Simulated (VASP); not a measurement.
# Gd (P6_3/mmc) in VASP: electric field gradients with PBE

Aim: the electric field gradients of Gd with PBE.

Program: VASP 6.6.1. These are calculated values, not measurements. Logs are shortened: lines on timing, memory, paths and dates and some standing lists are left out, and cuts for length are marked.

### Step 1. The cell of the first run

Symmetry: P6_3/mmc, No. 194, hexagonal system. The conventional cell has a = 3.673 Å, b = 3.673 Å, c = 5.667 Å, α = 90.00°, β = 90.00°, γ = 120.00°. Within 4.7 Å of Gd (site symmetry -6m2) lie 12 Gd at 3.54 to 3.67 Å.

### Step 2. Electric field gradients, PBE, collinear spin, ferromagnetic start (z stretched by -2 % at fixed volume)

The input, INCAR:

```
PREC = Accurate ; ENCUT = 520
EDIFF = 1E-8 ; ISMEAR = -1
SIGMA = 0.05 ; LREAL = F
LASPH = T ; NELM = 150
ALGO = Normal ; ISIF = 2
LWAVE = F ; LCHARG = F
ISPIN = 2 ; MAGMOM = 7 7
LORBIT = 11 ; LMAXMIX = 6
GGA = PE ; LEFG = T
NBANDS = 29
```

The input, KPOINTS:

```
regular mesh
0
Gamma
  12 12 7
```

The input, POSCAR:

```
Gd
1.0
    3.6729153659      0.0000000000      0.0000000000
   -1.8364576830      3.1808380129      0.0000000000
    0.0000000000      0.0000000000      5.6669480000
Gd
2
Direct
    0.3333333333      0.6666666667      0.2500000000
    0.6666666667      0.3333333333      0.7500000000
```

Potentials or basis: VASP PAW PBE potentials, release 64 (Gd).

Run with:

```sh
$ cat potpaw_PBE.64/Gd/POTCAR > POTCAR
$ mpirun -np 1 vasp_std > vasp.out
```

OUTCAR:

```text
PREC = Accurate
   ENCUT = 520
   EDIFF = 1E-8
   ISMEAR = -1
   LREAL = F
   LASPH = T
   NELM = 150
   ISIF = 2
   ISPIN = 2
   LORBIT = 11
   GGA = PE

 ion  position               nearest neighbor table
   1  0.333  0.667  0.250-   2 3.54   2 3.54   2 3.54   2 3.54   2 3.54   2 3.54
   2  0.667  0.333  0.750-   1 3.54   1 3.54   1 3.54   1 3.54   1 3.54   1 3.54

  LATTYP: Found a hexagonal cell.
 ALAT       =     3.6729153659
 C/A-ratio  =     1.5429018737

  Lattice vectors:

 A1 = (   3.6729153659,   0.0000000000,   0.0000000000)
 A2 = (  -1.8364576830,   3.1808380129,   0.0000000000)
 A3 = (   0.0000000000,   0.0000000000,   5.6669480000)

Analysis of symmetry for initial positions (statically):
=====================================================================
 Subroutine PRICEL returns:
 Original cell was already a primitive cell.

 Routine SETGRP: Setting up the symmetry group for a
 hexagonal supercell.

 Subroutine GETGRP returns: Found 24 space group operations
 (whereof 12 operations were pure point group operations)
 out of a pool of 24 trial point group operations.

The static configuration has the point symmetry D_3d.
 The point group associated with its full space group is D_6h.

Analysis of symmetry for dynamics (positions and initial velocities):
=====================================================================
 Subroutine PRICEL returns:
 Original cell was already a primitive cell.

 Routine SETGRP: Setting up the symmetry group for a
 hexagonal supercell.

 Subroutine GETGRP returns: Found 24 space group operations
 (whereof 12 operations were pure point group operations)
 out of a pool of 24 trial point group operations.

The dynamic configuration has the point symmetry D_3d.
 The point group associated with its full space group is D_6h.

Analysis of structural, dynamic, and magnetic symmetry:
=====================================================================
 Subroutine PRICEL returns:
 Original cell was already a primitive cell.

 Routine SETGRP: Setting up the symmetry group for a
 hexagonal supercell.

 Subroutine GETGRP returns: Found 24 space group operations
 (whereof 12 operations were pure point group operations)
 out of a pool of 24 trial point group operations.

The overall configuration has the point symmetry D_3d.
 The point group associated with its full space group is D_6h.

 Subroutine INISYM returns: Found 24 space group operations
 (whereof 12 operations are pure point group operations),
 and found     1 'primitive' translations

----------------------------------------------------------------------------------------

                                     Primitive cell

  volume of cell :      66.2067

  direct lattice vectors                    reciprocal lattice vectors
     3.672915366  0.000000000  0.000000000     0.272263284  0.157191280  0.000000000
    -1.836457683  3.180838013  0.000000000     0.000000000  0.314382561  0.000000000
     0.000000000  0.000000000  5.666948000     0.000000000  0.000000000  0.176461827

  length of vectors
     3.672915366  3.672915366  5.666948000     0.314382561  0.314382561  0.176461827

  position of ions in fractional coordinates (direct lattice)
     0.333333333  0.666666667  0.250000000
     0.666666667  0.333333333  0.750000000

  ion indices of the primitive-cell ions
   primitive index   ion index
                 1           1
                 2           2

[... 69 lines left out ...]
   ENCUT  =  520.0 eV  38.22 Ry    6.18 a.u.   6.83  6.83 10.54*2*pi/ulx,y,z
   NELM   =    150;   NELMIN=  2; NELMDL= -5     # of ELM steps
   EDIFF  = 0.1E-07   stopping-criterion for ELM
   LREAL  =      F    real-space projection
   EDIFFG = 0.1E-06   stopping-criterion for IOM
   NSW    =      0    number of steps for IOM
   IBRION =     -1    ionic relax: 0-MD 1-quasi-New 2-CG
   NFREE  =      0    steps in history (QN), initial steepest desc. (CG)
   ISIF   =      2    stress and relaxation
   ISYM   =      2    0-nonsym 1-usesym 2-fastsym
   POTIM  = 0.5000    time-step for ionic-motion
   TEBEG  =    0.0;   TEEND  =   0.0 temperature during run
   PSTRESS=    0.0 pullay stress
   NELECT =      36.0000    total number of electrons
   NUPDOWN=      -1.0000    fix difference up-down
   EMIN   =  10.00;   EMAX   =-10.00  energy-range for DOS
   EFERMI =   0.00;   METHOD = LEGACY
   ISMEAR =    -1;   SIGMA  =   0.05  broadening in eV -4-tet -1-fermi 0-gaus
   EFERMI_NEDOS =   21; number of points for ismear=-14 and -15
   IALGO  =     38    algorithm
   IMIX   =      4    mixing-type and parameters
     AMIX     =   0.40;   BMIX     =  1.00
     AMIX_MAG =   1.60;   BMIX_MAG =  1.00
  volume/ion in A,a.u.               =      33.10       223.39
  Fermi-wavevector in a.u.,A,eV,Ry     =   1.336211  2.525073 24.292662  1.785460
  Thomas-Fermi vector in A             =   2.464855
   LORBIT       =     11    0 simple, 1 ext, 2 COOP (PROOUT), +10 PAW based schemes
   GGA     = PE    functional components
   LHFCALC =     F    Hartree Fock is set to
   AEXX    =    0.0000 exact exchange contribution
   IVDW    =     0    specifies the selected vdW correction
   LEPSILON=     F    determine dielectric tensor
   LRPA    =     F    only Hartree local field effects (RPA)
 spin polarized calculation
  energy-cutoff  :      520.00
  volume of cell :       66.21
 maximum number of plane-waves:      1797
 NGX is ok and might be reduce to    28
   NGX = 13   NGY = 13   NGZ = 21

 number of electron      35.9999993 magnetization      15.2850206

 Free energy of the ion-electron system (eV)
  ---------------------------------------------------
  ext. energy  EPLUGINS =         0.00000000
  ---------------------------------------------------
  free energy    TOTEN  =       -23.41388820 eV

  energy without entropy =      -23.38650323  energy(sigma->0) =      -23.40019571

 E-fermi :   2.9457     XC(G=0):  -9.9694

 val. band max:        2.9411753732   @ k =   0.2500  -0.0000   0.4286
 cond. band min:       2.9464140134   @ k =   0.3333   0.0000   0.2857
 fundamental gap:      0.0052386402
 Fermi energy:         2.9456736832

 spin component 1

 k-point     1 :       0.0000    0.0000    0.0000
  band No.  band energies     occupation
      1     -42.3555      1.00000
      2     -42.2775      1.00000
      3     -20.1255      1.00000
      4     -19.5095      1.00000
      5     -19.5095      1.00000
      6     -19.3853      1.00000
[... 757 lines left out ...]
     28       4.2405      0.00000
     29       4.5259      0.00000

 [... further k-points ...]

 spin component 2

 k-point     1 :       0.0000    0.0000    0.0000
  band No.  band energies     occupation
      1     -39.1134      1.00000
      2     -39.0157      1.00000
      3     -17.8803      1.00000
      4     -17.1353      1.00000
      5     -17.1353      1.00000
      6     -16.9899      1.00000
[... 757 lines left out ...]
     28       5.3345      0.00000
     29       5.6955      0.00000

 [... further k-points ...]

------------------------ aborting loop because EDIFF is reached ----------------------------------------

  FORCE on cell =-STRESS in cart. coord.  units (eV):
  Direction    XX          YY          ZZ          XY          YZ          ZX
  --------------------------------------------------------------------------------------
  -------------------------------------------------------------------------------------
  Total       -0.0824361     -0.0824361      0.7865272      0.0000000      0.0000000      0.0000000
  in kB       -1.9949230     -1.9949230     19.0336732      0.0000000      0.0000000      0.0000000
  external PRESSURE =       5.0146091 kB  Pullay stress =       0.0000000 kB

 VOLUME and BASIS-vectors are now :
 -----------------------------------------------------------------------------
  energy-cutoff  :      520.00
  volume of cell :       66.21
      direct lattice vectors                 reciprocal lattice vectors
     3.672915366  0.000000000  0.000000000     0.272263284  0.157191280  0.000000000
    -1.836457683  3.180838013  0.000000000     0.000000000  0.314382561  0.000000000
     0.000000000  0.000000000  5.666948000     0.000000000  0.000000000  0.176461827

 POSITION                                       TOTAL-FORCE (eV/Angst)
 -----------------------------------------------------------------------------------
     -0.00000      2.12056      1.41674         0.000000     -0.000000      0.000000
      1.83646      1.06028      4.25021        -0.000000      0.000000      0.000000
 -----------------------------------------------------------------------------------
    total drift:                                0.000000     -0.000000      0.000000

  FREE ENERGIE OF THE ION-ELECTRON SYSTEM (eV)
  ---------------------------------------------------
  free  energy   TOTEN  =       -23.4138881970 eV

  energy  without entropy=      -23.3865032262  energy(sigma->0) =      -23.40019571

 Electric field gradients (V/A^2)
---------------------------------------------------------------------
 ion       V_xx      V_yy      V_zz      V_xy      V_xz      V_yz
---------------------------------------------------------------------
   1     -28.746   -28.748    57.494    -0.002    -0.000     0.000
   2     -28.746   -28.748    57.494    -0.002     0.000    -0.000
---------------------------------------------------------------------

 Electric field gradients after diagonalization (V/A^2)
 (convention: |V_zz| > |V_xx| > |V_yy|)
----------------------------------------------------------------------
 ion       V_xx      V_yy      V_zz     asymmetry (V_yy - V_xx)/ V_zz
----------------------------------------------------------------------
   1     -28.750   -28.745    57.494       0.000
   2     -28.750   -28.745    57.494       0.000
----------------------------------------------------------------------

           NMR quadrupolar parameters

 Cq : quadrupolar parameter    Cq=e*Q*V_zz/h
 eta: asymmetry parameters     (V_yy - V_xx)/ V_zz
 Q  : nuclear electric quadrupole moment in mb (millibarn)
----------------------------------------------------------------------
 ion       Cq(MHz)       eta       Q (mb)
----------------------------------------------------------------------
   1       0.139       0.000       1.000
   2       0.139       0.000       1.000
----------------------------------------------------------------------

 total charge

# of ion       s       p       d       f       tot
--------------------------------------------------
    1        2.074   5.567   0.573   6.979  15.193
    2        2.074   5.567   0.573   6.979  15.193
--------------------------------------------------
tot          4.147  11.135   1.146  13.959  30.387

 magnetization (x)

# of ion       s       p       d       f       tot
--------------------------------------------------
    1        0.004  -0.051   0.219   6.824   6.996
    2        0.004  -0.051   0.219   6.824   6.996
--------------------------------------------------
tot          0.008  -0.102   0.438  13.648  13.991
```

Run time: 37 min. Hardware: 1 thread of Intel Xeon 8259CL, shared host; peak memory 0.37 GiB.

Results:

* Free energy: -23.4139 eV
* Pressure: 0.5 GPa
* Net moment: 15.29 μB per cell
* Site moments: Gd +7.00 μB
* Largest electric field gradient by atom: Gd +57.5 V/Å²
* Valence electrons inside the program's atomic spheres: Gd 15.19

Electric field gradients, principal values (V/Å²):
| atom | least | middle | greatest (by size) |
| --- | --- | --- | --- |
| 1 Gd | -28.745 | -28.750 | 57.494 |
| 2 Gd | -28.745 | -28.750 | 57.494 |

Caveat: without QUAD_EFG the Cq values of the log hold for a quadrupole moment of 1 mb, not for the nuclei; spin-orbit coupling is left out, which moves the levels of the heavy elements; semilocal functionals describe open f shells poorly, which spoils levels, moments and volumes. The state reached can hang on the start; a lower one may exist.
